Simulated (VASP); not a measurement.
# H2 in VASP: notebook

The runs below take H2 through single point, with HSE06.

All numbers are computed with VASP 6.6.1; they aren't measurements. Logs are shortened: lines on timing, memory, paths and dates and some standing lists are left out, and cuts for length are marked.

## (1) The cell of the first run

The cell holds a molecule in a box, 2 atoms: a = 10.000 Å, b = 10.000 Å, c = 10.000 Å, α = 90.00°, β = 90.00°, γ = 90.00°.

## (2) Single point, HSE06

The input, POSCAR:

```
H
1.0
   10.0000000000      0.0000000000      0.0000000000
    0.0000000000     10.0000000000      0.0000000000
    0.0000000000      0.0000000000     10.0000000000
H
2
Direct
    0.5000000000      0.5000000000      0.4650000000
    0.5000000000      0.5000000000      0.5350000000
```

The input, INCAR.step1:

```
SYSTEM = H
PREC = Accurate ; ENCUT = 400
EDIFF = 1E-5 ; ISMEAR = 0
SIGMA = 0.02 ; LREAL = .False.
LASPH = .True. ; NELM = 120
ALGO = Normal ; ISIF = 2
LWAVE = .True. ; NBANDS = 8
GGA = PE ; GGA_COMPAT = .False.
NELMDL = -8
```

The input, INCAR.step2:

```
SYSTEM = H
PREC = Accurate ; ENCUT = 400
EDIFF = 1E-6 ; ISMEAR = 0
SIGMA = 0.02 ; LREAL = .False.
LASPH = .True. ; NELM = 120
ALGO = Normal ; ISIF = 2
LWAVE = .False. ; LCHARG = .True.
GGA = PE ; LHFCALC = .True.
HFSCREEN = 0.2079 ; PRECFOCK = Normal
LELF = .True. ; LVHAR = .True.
NBANDS = 8 ; ISTART = 1
GGA_COMPAT = .False.
```

The input, KPOINTS:

```
Automatic mesh
0
Gamma
  1 1 1
  0 0 0
```

Potentials or basis: VASP PAW PBE potentials, release 64 (H).

Launch:

```
> cat potpaw_PBE.64/H/POTCAR > POTCAR
> cp INCAR.step1 INCAR
> mpirun -np 1 vasp_gam > vasp.out
> cp INCAR.step2 INCAR
> mpirun -np 1 vasp_gam > vasp.out
```

OUTCAR:

```text
SYSTEM = H
   PREC = Accurate
   ENCUT = 400
   EDIFF = 1E-6
   ISMEAR = 0
   LREAL = .False.
   LASPH = .True.
   NELM = 120
   ISIF = 2
   GGA = PE
   LHFCALC = .True.
   HFSCREEN = 0.2079
   PRECFOCK = Normal
   ISTART = 1

 ion  position               nearest neighbor table
   1  0.500  0.500  0.465-   2 0.70
   2  0.500  0.500  0.535-   1 0.70

  LATTYP: Found a simple cubic cell.
 ALAT       =    10.0000000000

  Lattice vectors:

 A1 = (  10.0000000000,   0.0000000000,   0.0000000000)
 A2 = (   0.0000000000,  10.0000000000,   0.0000000000)
 A3 = (   0.0000000000,   0.0000000000,  10.0000000000)

Analysis of symmetry for initial positions (statically):
=====================================================================
 Subroutine PRICEL returns:
 Original cell was already a primitive cell.

 Routine SETGRP: Setting up the symmetry group for a
 simple cubic supercell.

 Subroutine GETGRP returns: Found 16 space group operations
 (whereof 16 operations were pure point group operations)
 out of a pool of 48 trial point group operations.

The static configuration has the point symmetry D_4h.

Analysis of symmetry for dynamics (positions and initial velocities):
=====================================================================
 Subroutine PRICEL returns:
 Original cell was already a primitive cell.

 Routine SETGRP: Setting up the symmetry group for a
 simple cubic supercell.

 Subroutine GETGRP returns: Found 16 space group operations
 (whereof 16 operations were pure point group operations)
 out of a pool of 48 trial point group operations.

The dynamic configuration has the point symmetry D_4h.

 Subroutine INISYM returns: Found 16 space group operations
 (whereof 16 operations are pure point group operations),
 and found     1 'primitive' translations

----------------------------------------------------------------------------------------

                                     Primitive cell

  volume of cell :    1000.0000

[... 62 lines left out ...]
   ENCUT  =  400.0 eV  29.40 Ry    5.42 a.u.  16.31 16.31 16.31*2*pi/ulx,y,z
   NELM   =    120;   NELMIN=  2; NELMDL=  0     # of ELM steps
   EDIFF  = 0.1E-05   stopping-criterion for ELM
   LREAL  =      F    real-space projection
   EDIFFG = 0.1E-04   stopping-criterion for IOM
   NSW    =      0    number of steps for IOM
   IBRION =     -1    ionic relax: 0-MD 1-quasi-New 2-CG
   NFREE  =      0    steps in history (QN), initial steepest desc. (CG)
   ISIF   =      2    stress and relaxation
   ISYM   =      3    0-nonsym 1-usesym 2-fastsym
   POTIM  = 0.5000    time-step for ionic-motion
   TEBEG  =    0.0;   TEEND  =   0.0 temperature during run
   PSTRESS=    0.0 pullay stress
   NELECT =       2.0000    total number of electrons
   NUPDOWN=      -1.0000    fix difference up-down
   EMIN   =  10.00;   EMAX   =-10.00  energy-range for DOS
   EFERMI =   0.00;   METHOD = LEGACY
   ISMEAR =     0;   SIGMA  =   0.02  broadening in eV -4-tet -1-fermi 0-gaus
   EFERMI_NEDOS =   21; number of points for ismear=-14 and -15
   IALGO  =     38    algorithm
   IMIX   =      1    mixing-type and parameters
     AMIX     =   0.40;   BMIX     =  1.00
     AMIX_MAG =   1.60;   BMIX_MAG =  1.00
  volume/ion in A,a.u.               =     500.00      3374.17
  Fermi-wavevector in a.u.,A,eV,Ry     =   0.206261  0.389778  0.578844  0.042544
  Thomas-Fermi vector in A             =   0.968418
   LORBIT       =      0    0 simple, 1 ext, 2 COOP (PROOUT), +10 PAW based schemes
   GGA     = PE    functional components
   LHFCALC =     T    Hartree Fock is set to
   PRECFOCK=normal    Normal, Fast or Accurate (Low or Medium for compatibility)
   ENCUT4O =  -1.0   cutoff for four orbital integrals eV
   NKREDX  =     1    reduce k-point grid by
   NKREDY  =     1    reduce k-point grid by
   NKREDZ  =     1    reduce k-point grid by
   AEXX    =    0.2500 exact exchange contribution
   HFSCREEN=    0.2079 screening length (either q_TF or 0.3 A-1)
   HFSCREENC=   0.2079 screening length for correlation (either q_TF or 0.3 A-1)
   ENCUTFOCK=  -1.0 apply spherical cutoff to Coloumb kernel
   IVDW    =     0    specifies the selected vdW correction
   LEPSILON=     F    determine dielectric tensor
   LRPA    =     F    only Hartree local field effects (RPA)
 non-spin polarized calculation
 Gauss-broadening in eV      SIGMA  =   0.02
  energy-cutoff  :      400.00
  volume of cell :     1000.00
 maximum number of plane-waves:      9019
 NGX is ok and might be reduce to    70
  NGX = 50; NGY = 50; NGZ = 50

 number of electron       2.0000006 magnetization

 Free energy of the ion-electron system (eV)
  ---------------------------------------------------
  ext. energy  EPLUGINS =         0.00000000
  ---------------------------------------------------
  free energy    TOTEN  =        -7.76802331 eV

  energy without entropy =       -7.76802331  energy(sigma->0) =       -7.76802331

 E-fermi : -11.6805     XC(G=0):  -0.4333

 val. band max:      -11.8005296655   @ k =   0.0000   0.0000   0.0000
 cond. band min:      -0.2305000197   @ k =   0.0000   0.0000   0.0000
 fundamental gap:     11.5700296458
 Fermi energy:       -11.6804871094

 k-point     1 :       0.0000    0.0000    0.0000
  band No.  band energies     occupation
      1     -11.8005      2.00000
      2      -0.2305      0.00000
      3       0.6823      0.00000
      4       0.9938      0.00000
      5       0.9938      0.00000
      6       1.2579      0.00000
      7       1.2892      0.00000
      8       1.3548      0.00000

------------------------ aborting loop because EDIFF is reached ----------------------------------------

  FORCE on cell =-STRESS in cart. coord.  units (eV):
  Direction    XX          YY          ZZ          XY          YZ          ZX
  --------------------------------------------------------------------------------------
  -------------------------------------------------------------------------------------
  Total       -0.1188297     -0.1188297      1.1648335      0.0000000      0.0000000     -0.0000000
  in kB       -0.1903863     -0.1903863      1.8662698      0.0000000      0.0000000     -0.0000000
  external PRESSURE =       0.4951657 kB  Pullay stress =       0.0000000 kB

 VOLUME and BASIS-vectors are now :
 -----------------------------------------------------------------------------
  energy-cutoff  :      400.00
  volume of cell :     1000.00
      direct lattice vectors                 reciprocal lattice vectors
    10.000000000  0.000000000  0.000000000     0.100000000  0.000000000  0.000000000
     0.000000000 10.000000000  0.000000000     0.000000000  0.100000000  0.000000000
     0.000000000  0.000000000 10.000000000     0.000000000  0.000000000  0.100000000

 POSITION                                       TOTAL-FORCE (eV/Angst)
 -----------------------------------------------------------------------------------
      5.00000      5.00000      4.65000         0.000000      0.000000     -1.865090
      5.00000      5.00000      5.35000        -0.000000      0.000000      1.865090
 -----------------------------------------------------------------------------------
    total drift:                               -0.000000      0.000000     -0.000001

  FREE ENERGIE OF THE ION-ELECTRON SYSTEM (eV)
  ---------------------------------------------------
  free  energy   TOTEN  =        -7.7680233105 eV

  energy  without entropy=       -7.7680233105  energy(sigma->0) =       -7.76802331
```

OUTCAR.step1:

```text
SYSTEM = H
   PREC = Accurate
   ENCUT = 400
   EDIFF = 1E-5
   ISMEAR = 0
[... 210 lines left out ...]
      5.00000      5.00000      4.65000         0.000000     -0.000000     -2.037840
      5.00000      5.00000      5.35000        -0.000000      0.000000      2.037840
 -----------------------------------------------------------------------------------
    total drift:                                0.000000      0.000000      0.000000

  FREE ENERGIE OF THE ION-ELECTRON SYSTEM (eV)
  ---------------------------------------------------
  free  energy   TOTEN  =        -6.7108680530 eV

  energy  without entropy=       -6.7108680530  energy(sigma->0) =       -6.71086805
```

It took 90 s on 1 thread of AMD EPYC 7R43 (Zen 3), shared host; peak memory 0.7 GiB.

What came out:

```yaml
Free_energy: -7.7680 eV
Largest_force: 1.865 eV/Å
Gap_between_the_frontier_levels: 11.57 eV
```

Forces on the atoms (eV/Å):
```
H    0.000  0.000 -1.865
H    0.000  0.000  1.865
```

Levels at points of the mesh, in eV from the valence-band top:
```tsv
k point	band 1	band 2	band 3	band 4	band 5
(0.00, 0.00, 0.00)	0.00	11.57	12.48	12.79	12.79
```

Caveat: the PAW data sets were made with another functional, which shifts forces and pressure a little.

## (3) Single point, HSE06

The input, POSCAR:

```
H
1.0
   10.0000000000      0.0000000000      0.0000000000
    0.0000000000     10.0000000000      0.0000000000
    0.0000000000      0.0000000000     10.0000000000
H
2
Direct
    0.5000000000      0.5000000000      0.4630000000
    0.5000000000      0.5000000000      0.5370000000
```

The input, INCAR.step1:

```
SYSTEM = H
  PREC = Accurate
  ENCUT = 400
  EDIFF = 1E-5
  ISMEAR = 0
  SIGMA = 0.02
  LREAL = .FALSE.
  LASPH = .TRUE.
  NELM = 120
  ALGO = Normal
  ISIF = 2
  LWAVE = .TRUE.
  LCHARG = .FALSE.
  GGA = PE
  NBANDS = 8
  GGA_COMPAT = .FALSE.
  NELMDL = -8
```

The input, INCAR.step2:

```
SYSTEM = H
  PREC = Accurate
  ENCUT = 400
  EDIFF = 1E-6
  ISMEAR = 0
  SIGMA = 0.02
  LREAL = .FALSE.
  LASPH = .TRUE.
  NELM = 120
  ALGO = Normal
  ISIF = 2
  LWAVE = .FALSE.
  LCHARG = .FALSE.
  GGA = PE
  LHFCALC = .TRUE.
  HFSCREEN = 0.2079
  PRECFOCK = Normal
  ISTART = 1
  NBANDS = 8
  GGA_COMPAT = .FALSE.
```

The input, KPOINTS:

```
regular mesh
0
G
  1 1 1
  0 0 0
```

Potentials or basis: VASP PAW PBE potentials, release 64 (H).

Launch:

```
> cat potpaw_PBE.64/H/POTCAR > POTCAR
> cp INCAR.step1 INCAR
> mpirun -np 1 vasp_gam > vasp.out
> cp INCAR.step2 INCAR
> mpirun -np 1 vasp_gam > vasp.out
```

Run time: 71 s. Hardware: 1 thread of AMD EPYC 7R43 (Zen 3), shared host; peak memory 0.7 GiB.

It converged, with:

- Free energy: -7.8076 eV
- Largest force: 0.184 eV/Å
- Gap between the frontier levels: 11.33 eV

Forces on the atoms (eV/Å):
```
H    0.000  0.000 -0.184
H    0.000  0.000  0.184
```

Levels at points of the mesh, in eV from the valence-band top:
| k point | band 1 | band 2 | band 3 | band 4 |
| --- | --- | --- | --- | --- |
| (0.00, 0.00, 0.00) | 0.00 | 11.33 | 12.16 | 12.55 |

Caveat: the PAW data sets were made with another functional, which shifts forces and pressure a little.

## (4) Single point, HSE06

The input, POSCAR:

```
H
1.0
   10.0000000000      0.0000000000      0.0000000000
    0.0000000000     10.0000000000      0.0000000000
    0.0000000000      0.0000000000     10.0000000000
H
2
Direct
    0.5000000000      0.5000000000      0.4610000000
    0.5000000000      0.5000000000      0.5390000000
```

The input, INCAR.step1:

```
SYSTEM = H
PREC     = Accurate       ! precision mode
ENCUT    = 400            ! plane-wave cutoff, eV
EDIFF    = 1E-5           ! SCF threshold, eV
ISMEAR   = 0              ! smearing method
SIGMA    = 0.02           ! smearing width, eV
LREAL    = .False.        ! projectors in reciprocal space
LASPH    = .True.         ! aspherical terms in the spheres
NELM     = 120            ! most SCF steps
ALGO     = Normal         ! electronic algorithm
ISIF     = 2              ! what is computed and relaxed
LWAVE    = .True.         ! write WAVECAR
LCHARG   = .False.        ! write CHGCAR
GGA      = PE             ! functional
NBANDS   = 8              ! bands
GGA_COMPAT= .False.      
NELMDL   = -8
```

The input, INCAR.step2:

```
SYSTEM = H
PREC     = Accurate       ! precision mode
ENCUT    = 400            ! plane-wave cutoff, eV
EDIFF    = 1E-6           ! SCF threshold, eV
ISMEAR   = 0              ! smearing method
SIGMA    = 0.02           ! smearing width, eV
LREAL    = .False.        ! projectors in reciprocal space
LASPH    = .True.         ! aspherical terms in the spheres
NELM     = 120            ! most SCF steps
ALGO     = Normal         ! electronic algorithm
ISIF     = 2              ! what is computed and relaxed
LWAVE    = .False.        ! write WAVECAR
LCHARG   = .False.        ! write CHGCAR
GGA      = PE             ! functional
LHFCALC  = .True.         ! exact exchange
HFSCREEN = 0.2079         ! screening, 1/A
PRECFOCK = Normal       
ISTART   = 1            
NBANDS   = 8              ! bands
GGA_COMPAT= .False.
```

The input, KPOINTS:

```
regular mesh
0
Gamma
  1 1 1
  0 0 0
```

Launch:

```
> cat potpaw_PBE.64/H/POTCAR > POTCAR
> cp INCAR.step1 INCAR
> mpirun -np 1 vasp_gam > vasp.out
> cp INCAR.step2 INCAR
> mpirun -np 1 vasp_gam > vasp.out
```

Run time: 74 s. Hardware: 1 thread of AMD EPYC 7R43 (Zen 3), shared host; peak memory 0.7 GiB.

Results (log left out):

```yaml
Free_energy: -7.7881 eV
Largest_force: 1.109 eV/Å
Gap_between_the_frontier_levels: 11.11 eV
```

Forces on the atoms (eV/Å):
```
H    0.000  0.000  1.109
H    0.000  0.000 -1.109
```

Levels at points of the mesh, in eV from the valence-band top:
```
           k point  band 1  band 2  band 3  band 4
(0.00, 0.00, 0.00)    0.00   11.11   11.84   12.31
```

Caveat: the PAW data sets were made with another functional, which shifts forces and pressure a little.

## (5) Summary

| cell | gap on the mesh (eV) | largest force (eV/Å) |
| --- | --- | --- |
| as given, atomic positions A | 11.57 | 1.87 |
| as given, atomic positions B | 11.33 | 0.18 |
| as given, atomic positions C | 11.11 | 1.11 |

Alike in all rows: task single point; level HSE06; potentials or basis VASP PAW PBE potentials, release 64 (H); no spin polarisation; k mesh 1 × 1 × 1; cutoff (eV) 400; smearing gaussian 0.02 eV.

Caveats: the PAW data sets were made with another functional, which shifts forces and pressure a little.

Total energies depend on the potentials used, so only differences within one code and one set of settings carry meaning.
